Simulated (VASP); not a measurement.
# Si (P6_3/mmc) in VASP: notebook

Si is run at these levels: LDA; tasks: single point.

Program: VASP 6.6.1. These are calculated values, not measurements. Logs are shortened: lines on timing, memory, paths and dates and some standing lists are left out, and cuts for length are marked.

### Step 1. The cell of the first run

Symmetry: P6_3/mmc, No. 194, hexagonal system. Conventional cell: a = 3.884 Å, b = 3.884 Å, c = 6.163 Å, α = 90.00°, β = 90.00°, γ = 120.00°. Si (site symmetry 3m) has 4 Si at 2.30 to 2.37 Å within 3.0 Å.

### Step 2. Single point, LDA

Input file INCAR:

```
  PREC = Accurate
  ENCUT = 520
  EDIFF = 1E-6
  ISMEAR = 0
  SIGMA = 0.03
  LREAL = False
  LASPH = True
  NELM = 100
  ALGO = Normal
  ISIF = 2
  LWAVE = False
  LCHARG = False
  GGA = CA
  NBANDS = 16
```

Input file KPOINTS:

```
regular mesh
0
Gamma
  12 12 6
```

Input file POSCAR:

```
Si
1.0
    3.8838077840      0.0000000000      0.0000000000
   -1.9419038920      3.3634762044      0.0000000000
    0.0000000000      0.0000000000      6.1626057867
Si
4
Direct
    0.3333333333      0.6666666667      0.0630095000
    0.6666666667      0.3333333333      0.5630095000
    0.3333333333      0.6666666667      0.4369905000
    0.6666666667      0.3333333333      0.9369905000
```

Potentials or basis: VASP PAW LDA potentials, release 64 (Si).

Run with:

```sh
cat potpaw_LDA.64/Si/POTCAR > POTCAR
mpirun -np 1 vasp_std > vasp.out
```

OUTCAR:

```text
PREC = Accurate
   ENCUT = 520
   EDIFF = 1E-6
   ISMEAR = 0
   LREAL = False
   LASPH = True
   NELM = 100
   ISIF = 2
   GGA = CA

 ion  position               nearest neighbor table
   1  0.333  0.667  0.063-   3 2.30   4 2.37   4 2.37   4 2.37
   2  0.667  0.333  0.563-   4 2.30   3 2.37   3 2.37   3 2.37
   3  0.333  0.667  0.437-   1 2.30   2 2.37   2 2.37   2 2.37
   4  0.667  0.333  0.937-   2 2.30   1 2.37   1 2.37   1 2.37

  LATTYP: Found a hexagonal cell.
 ALAT       =     3.8838077840
 C/A-ratio  =     1.5867432503

  Lattice vectors:

 A1 = (   3.8838077840,   0.0000000000,   0.0000000000)
 A2 = (  -1.9419038920,   3.3634762044,   0.0000000000)
 A3 = (   0.0000000000,   0.0000000000,   6.1626057867)

Analysis of symmetry for initial positions (statically):
=====================================================================
 Subroutine PRICEL returns:
 Original cell was already a primitive cell.

 Routine SETGRP: Setting up the symmetry group for a
 hexagonal supercell.

 Subroutine GETGRP returns: Found 24 space group operations
 (whereof 12 operations were pure point group operations)
 out of a pool of 24 trial point group operations.

The static configuration has the point symmetry D_3d.
 The point group associated with its full space group is D_6h.

Analysis of symmetry for dynamics (positions and initial velocities):
=====================================================================
 Subroutine PRICEL returns:
 Original cell was already a primitive cell.

 Routine SETGRP: Setting up the symmetry group for a
 hexagonal supercell.

 Subroutine GETGRP returns: Found 24 space group operations
 (whereof 12 operations were pure point group operations)
 out of a pool of 24 trial point group operations.

The dynamic configuration has the point symmetry D_3d.
 The point group associated with its full space group is D_6h.

 Subroutine INISYM returns: Found 24 space group operations
 (whereof 12 operations are pure point group operations),
 and found     1 'primitive' translations

----------------------------------------------------------------------------------------

                                     Primitive cell

  volume of cell :      80.5027

  direct lattice vectors                    reciprocal lattice vectors
     3.883807784  0.000000000  0.000000000     0.257479272  0.148655727  0.000000000
    -1.941903892  3.363476204  0.000000000     0.000000000  0.297311454  0.000000000
     0.000000000  0.000000000  6.162605787     0.000000000  0.000000000  0.162269020

  length of vectors
     3.883807784  3.883807784  6.162605787     0.297311454  0.297311454  0.162269020

  position of ions in fractional coordinates (direct lattice)
     0.333333333  0.666666667  0.063009500
     0.666666667  0.333333333  0.563009500
     0.333333333  0.666666667  0.436990500
     0.666666667  0.333333333  0.936990500

  ion indices of the primitive-cell ions
   primitive index   ion index
                 1           1
                 2           2
                 3           3
                 4           4

----------------------------------------------------------------------------------------

 KPOINTS: regular mesh

Automatic generation of k-mesh.
 Grid dimensions read from file:
 generate k-points for:   12   12    6

 Generating k-lattice:

  Cartesian coordinates                     Fractional coordinates (reciprocal lattice)
     0.021456606  0.012387977  0.000000000     0.083333333  0.000000000  0.000000000
     0.000000000  0.024775954  0.000000000     0.000000000  0.083333333  0.000000000
     0.000000000  0.000000000  0.027044837     0.000000000  0.000000000  0.166666667

  Length of vectors
     0.024775954  0.024775954  0.027044837

  Shift w.r.t. Gamma in fractional coordinates (k-lattice)
     0.000000000  0.000000000  0.000000000

 Subroutine IBZKPT returns following result:
 ===========================================

 Found     76 irreducible k-points:

 Following reciprocal coordinates:
            Coordinates               Weight
  0.000000  0.000000  0.000000      1.000000
  0.083333  0.000000  0.000000      6.000000
  0.166667 -0.000000  0.000000      6.000000
  0.250000  0.000000  0.000000      6.000000
  0.333333 -0.000000  0.000000      6.000000
  0.416667  0.000000  0.000000      6.000000
[... 16 lines left out ...]
  0.250000  0.000000  0.166667     12.000000
  0.333333 -0.000000  0.166667     12.000000
 [... further k-points ...]
   k-points           NKPTS =     76   k-points in BZ     NKDIM =     76   number of bands    NBANDS=     16
   number of dos      NEDOS =    301   number of ions     NIONS =      4
   total plane-waves  NPLWV =  43200
   dimension x,y,z NGX =    30 NGY =   30 NGZ =   48
   dimension x,y,z NGXF=    60 NGYF=   60 NGZF=   96
   ions per type =               4
   NGX,Y,Z   is equivalent  to a cutoff of  12.84, 12.84, 12.95 a.u.
   NGXF,Y,Z  is equivalent  to a cutoff of  25.68, 25.68, 25.90 a.u.
 SYSTEM =  unknown system
   PREC   = accura    normal or accurate (medium, high low for compatibility)
   ISTART =      0    job   : 0-new  1-cont  2-samecut
   ICHARG =      2    charge: 1-file 2-atom 10-const
   ISPIN  =      1    spin polarized calculation?
   LNONCOLLINEAR =      F non collinear calculations
   LSORBIT =      F    spin-orbit coupling
   LASPH  =      T    aspherical Exc in radial PAW
   ENCUT  =  520.0 eV  38.22 Ry    6.18 a.u.   7.22  7.22 11.46*2*pi/ulx,y,z
   NELM   =    100;   NELMIN=  2; NELMDL= -5     # of ELM steps
   EDIFF  = 0.1E-05   stopping-criterion for ELM
   LREAL  =      F    real-space projection
   EDIFFG = 0.1E-04   stopping-criterion for IOM
   NSW    =      0    number of steps for IOM
   IBRION =     -1    ionic relax: 0-MD 1-quasi-New 2-CG
   NFREE  =      0    steps in history (QN), initial steepest desc. (CG)
   ISIF   =      2    stress and relaxation
   ISYM   =      2    0-nonsym 1-usesym 2-fastsym
   POTIM  = 0.5000    time-step for ionic-motion
   TEBEG  =    0.0;   TEEND  =   0.0 temperature during run
   PSTRESS=    0.0 pullay stress
   NELECT =      16.0000    total number of electrons
   NUPDOWN=      -1.0000    fix difference up-down
   EMIN   =  10.00;   EMAX   =-10.00  energy-range for DOS
   EFERMI =   0.00;   METHOD = LEGACY
   ISMEAR =     0;   SIGMA  =   0.03  broadening in eV -4-tet -1-fermi 0-gaus
   EFERMI_NEDOS =   21; number of points for ismear=-14 and -15
   IALGO  =     38    algorithm
   IMIX   =      4    mixing-type and parameters
     AMIX     =   0.40;   BMIX     =  1.00
     AMIX_MAG =   1.60;   BMIX_MAG =  1.00
  volume/ion in A,a.u.               =      20.13       135.81
  Fermi-wavevector in a.u.,A,eV,Ry     =   0.955384  1.805414 12.418837  0.912759
  Thomas-Fermi vector in A             =   2.084217
   LORBIT       =      0    0 simple, 1 ext, 2 COOP (PROOUT), +10 PAW based schemes
   GGA     = CA    functional components
   LHFCALC =     F    Hartree Fock is set to
   AEXX    =    0.0000 exact exchange contribution
   IVDW    =     0    specifies the selected vdW correction
   LEPSILON=     F    determine dielectric tensor
   LRPA    =     F    only Hartree local field effects (RPA)
 non-spin polarized calculation
 Gauss-broadening in eV      SIGMA  =   0.03
  energy-cutoff  :      520.00
  volume of cell :       80.50
 maximum number of plane-waves:      2189
 NGX is ok and might be reduce to    30

 number of electron      16.0000000 magnetization

 Free energy of the ion-electron system (eV)
  ---------------------------------------------------
  ext. energy  EPLUGINS =         0.00000000
  ---------------------------------------------------
  free energy    TOTEN  =       -23.72473357 eV

  energy without entropy =      -23.72473193  energy(sigma->0) =      -23.72473275

 E-fermi :   6.0478     XC(G=0):  -9.5789

 val. band max:        5.9887035137   @ k =   0.0000   0.0000   0.0000
 cond. band min:       6.1096491569   @ k =   0.5000   0.0000   0.0000
 fundamental gap:      0.1209456432
 Fermi energy:         6.0478087548

 k-point     1 :       0.0000    0.0000    0.0000
  band No.  band energies     occupation
      1      -6.2263      2.00000
      2      -3.6492      2.00000
      3      -1.3350      2.00000
      4       4.2437      2.00000
      5       4.2437      2.00000
      6       5.6580      2.00000
[... 8 lines left out ...]
     15      10.1398      0.00000
     16      11.6618      0.00000

 k-point     2 :       0.0833    0.0000    0.0000
  band No.  band energies     occupation
      1      -6.1485      2.00000
      2      -3.5695      2.00000
      3      -1.2988      2.00000
      4       3.5522      2.00000
      5       4.0823      2.00000
      6       5.3636      2.00000
[... 8 lines left out ...]
     15      10.4368      0.00000
     16      11.1952      0.00000

 k-point     3 :       0.1667   -0.0000    0.0000
  band No.  band energies     occupation
      1      -5.9170      2.00000
      2      -3.3321      2.00000
      3      -1.2201      2.00000
      4       2.4102      2.00000
      5       3.7225      2.00000
      6       4.1602      2.00000
[... 8 lines left out ...]
     15      11.2241      0.00000
     16      11.3983      0.00000

 k-point     4 :       0.2500    0.0000    0.0000
  band No.  band energies     occupation
      1      -5.5397      2.00000
      2      -2.9433      2.00000
      3      -1.2258      2.00000
      4       1.4485      2.00000
      5       2.8881      2.00000
      6       3.3415      2.00000
[... 8 lines left out ...]
     15      11.7711      0.00000
     16      12.3350      0.00000

 k-point     5 :       0.3333   -0.0000    0.0000
  band No.  band energies     occupation
      1      -5.0367      2.00000
      2      -2.4202      2.00000
      3      -1.5671      2.00000
      4       1.0129      2.00000
      5       1.6950      2.00000
      6       3.0330      2.00000
[... 8 lines left out ...]
     15      12.7323      0.00000
     16      12.7626      0.00000

 k-point     6 :       0.4167    0.0000    0.0000
  band No.  band energies     occupation
      1      -4.4732      2.00000
      2      -2.2042      2.00000
      3      -1.8234      2.00000
      4       0.6846      2.00000
      5       1.0877      2.00000
      6       2.8372      2.00000
[... 8 lines left out ...]
     15      12.9996      0.00000
     16      13.6010      0.00000

 k-point     7 :       0.5000    0.0000    0.0000
  band No.  band energies     occupation
      1      -4.1390      2.00000
      2      -2.5954      2.00000
      3      -1.4578      2.00000
      4       0.1796      2.00000
      5       1.2184      2.00000
      6       2.7705      2.00000
[... 8 lines left out ...]
     15      12.6558      0.00000
     16      14.0100      0.00000

 k-point     8 :       0.0833    0.0833    0.0000
  band No.  band energies     occupation
      1      -5.9938      2.00000
      2      -3.4109      2.00000
      3      -1.2404      2.00000
      4       2.7599      2.00000
      5       3.7188      2.00000
      6       4.5354      2.00000
[... 8 lines left out ...]
     15      10.7755      0.00000
     16      11.2472      0.00000

 k-point     9 :       0.1667    0.0833    0.0000
  band No.  band energies     occupation
      1      -5.6889      2.00000
      2      -3.0973      2.00000
      3      -1.1950      2.00000
      4       1.8303      2.00000
      5       3.2019      2.00000
      6       3.4059      2.00000
[... 8 lines left out ...]
     15      10.9773      0.00000
     16      11.4605      0.00000
[... 172 lines left out ...]
 k-point    19 :       0.3333    0.3333    0.0000
  band No.  band energies     occupation
      1      -3.2078      2.00000
      2      -3.2078      2.00000
      3      -0.4438      2.00000
      4      -0.4438      2.00000
      5       0.7287      2.00000
      6       2.2883      2.00000
[... 8 lines left out ...]
     15      11.8840      0.00000
     16      11.8840      0.00000

 k-point    20 :       0.0000    0.0000    0.1667
  band No.  band energies     occupation
      1      -6.1297      2.00000
      2      -4.0514      2.00000
      3      -0.7609      2.00000
      4       4.3205      2.00000
      5       4.3205      2.00000
      6       4.8964      2.00000
[... 8 lines left out ...]
     15       9.8953      0.00000
     16      11.9635      0.00000

 k-point    21 :       0.0833    0.0000    0.1667
  band No.  band energies     occupation
      1      -6.0519      2.00000
      2      -3.9739      2.00000
      3      -0.7271      2.00000
      4       3.6410      2.00000
      5       4.1601      2.00000
      6       4.6193      2.00000
[... 8 lines left out ...]
     15      10.1908      0.00000
     16      11.6384      0.00000

 k-point    22 :       0.1667   -0.0000    0.1667
  band No.  band energies     occupation
      1      -5.8209      2.00000
      2      -3.7445      2.00000
      3      -0.6614      2.00000
      4       2.5236      2.00000
      5       3.6716      2.00000
      6       3.8020      2.00000
[... 8 lines left out ...]
     15      11.0101      0.00000
     16      11.4562      0.00000

 k-point    23 :       0.2500    0.0000    0.1667
  band No.  band energies     occupation
      1      -5.4443      2.00000
      2      -3.3745      2.00000
      3      -0.7212      2.00000
      4       1.6322      2.00000
      5       2.4842      2.00000
      6       3.4222      2.00000
[... 8 lines left out ...]
     15      11.8743      0.00000
     16      12.1459      0.00000

 k-point    24 :       0.3333   -0.0000    0.1667
  band No.  band energies     occupation
      1      -4.9430      2.00000
      2      -2.9032      2.00000
      3      -1.1537      2.00000
      4       1.2772      2.00000
      5       1.3889      2.00000
      6       3.1145      2.00000
[... 8 lines left out ...]
     15      12.8177      0.00000
     16      12.8378      0.00000

 [... further k-points ...]
[... 5 lines left out ...]
  --------------------------------------------------------------------------------------
  -------------------------------------------------------------------------------------
  Total       -2.4625831     -2.4625831      2.3201434      0.0000000      0.0000000      0.0000000
  in kB      -49.0107115    -49.0107115     46.1758548      0.0000000      0.0000000      0.0000000
  external PRESSURE =     -17.2818561 kB  Pullay stress =       0.0000000 kB

 VOLUME and BASIS-vectors are now :
 -----------------------------------------------------------------------------
  energy-cutoff  :      520.00
  volume of cell :       80.50
      direct lattice vectors                 reciprocal lattice vectors
     3.883807784  0.000000000  0.000000000     0.257479272  0.148655727  0.000000000
    -1.941903892  3.363476204  0.000000000     0.000000000  0.297311454  0.000000000
     0.000000000  0.000000000  6.162605787     0.000000000  0.000000000  0.162269020

 POSITION                                       TOTAL-FORCE (eV/Angst)
 -----------------------------------------------------------------------------------
     -0.00000      2.24232      0.38830        -0.000000     -0.000000     -0.479683
      1.94190      1.12116      3.46961        -0.000000      0.000000     -0.479683
     -0.00000      2.24232      2.69300         0.000000     -0.000000      0.479683
      1.94190      1.12116      5.77430         0.000000      0.000000      0.479683
 -----------------------------------------------------------------------------------
    total drift:                               -0.000000      0.000000     -0.000000

  FREE ENERGIE OF THE ION-ELECTRON SYSTEM (eV)
  ---------------------------------------------------
  free  energy   TOTEN  =       -23.7247335735 eV

  energy  without entropy=      -23.7247319267  energy(sigma->0) =      -23.72473275
```

It took 26 s on 1 thread of Intel Xeon 6975P-C (Granite Rapids), shared host; peak memory 0.2 GiB.

What came out:

```
Free energy            : -23.7247 eV
Pressure               : -1.7 GPa
Largest force          : 0.480 eV/Å
Band gap on the k mesh : 0.12 eV, indirect (least direct gap 0.47 eV)
```

Forces in eV/Å, atoms in the order of the input:
```
Si   0.000  0.000 -0.480
Si   0.000  0.000 -0.480
Si   0.000  0.000  0.480
Si   0.000  0.000  0.480
```

### Step 3. Single point, LDA

This run uses another cell than the first one, of the same volume but with other edges.

Input file INCAR:

```
SYSTEM = Si
ALGO = Normal
EDIFF = 1E-6
ENCUT = 520
ISIF = 2
ISMEAR = 0
LASPH = .True.
LCHARG = .True.
LELF = .True.
LREAL = .False.
LVHAR = .True.
LWAVE = .False.
NBANDS = 16
NELM = 80
PREC = Accurate
SIGMA = 0.03
```

Input file KPOINTS:

```
k-points
0
Gamma
  12 12 6
  0 0 0
```

Input file POSCAR:

```
Si
1.0
    3.7695112097      0.0000000000      0.0000000000
   -1.8847556049      3.2644924674      0.0000000000
    0.0000000000      0.0000000000      6.5419883253
Si
4
Direct
    0.3333333333      0.6666666667      0.0630095000
    0.6666666667      0.3333333333      0.5630095000
    0.3333333333      0.6666666667      0.4369905000
    0.6666666667      0.3333333333      0.9369905000
```

Potentials or basis: VASP PAW LDA potentials, release 64 (Si).

Run with:

```sh
cat potpaw_LDA.64/Si/POTCAR > POTCAR
mpirun -np 1 vasp_std > vasp.out
```

Run time: 26 s. Hardware: 1 thread of Intel Xeon 6975P-C (Granite Rapids), shared host; peak memory 0.19 GiB.

Results (log left out):

| Quantity | Value |
| --- | --- |
| Free energy | -23.7091 eV |
| Pressure | -1.7 GPa |
| Largest force | 0.400 eV/Å |
| Band gap on the k mesh | 0.48 eV, indirect (least direct gap 1.43 eV) |

Forces in eV/Å, atoms in the order of the input:
```
Si   0.000  0.000  0.400
Si   0.000  0.000  0.400
Si   0.000  0.000 -0.400
Si   0.000  0.000 -0.400
```

Stress tensor (GPa, compression positive):
```
 1.50  0.00  0.00
 0.00  1.50  0.00
 0.00  0.00 -8.22
```

Levels at points of the mesh, in eV from the valence-band top:
| k point | band 6 | band 7 | band 8 | band 9 | band 10 | band 11 |
| --- | --- | --- | --- | --- | --- | --- |
| (0.00, 0.00, 0.00) | -0.46 | 0.00 | 0.00 | 1.43 | 1.45 | 2.23 |
| (0.50, 0.00, 0.00) | -2.94 | -2.89 | -1.52 | 0.51 | 2.19 | 2.76 |
| (0.00, 0.00, 0.50) | -0.76 | -0.76 | -0.76 | 2.09 | 2.09 | 3.08 |
| (0.50, 0.00, 0.50) | -2.59 | -2.33 | -2.33 | 0.73 | 0.73 | 1.48 |

 A k mesh can miss the band edges.
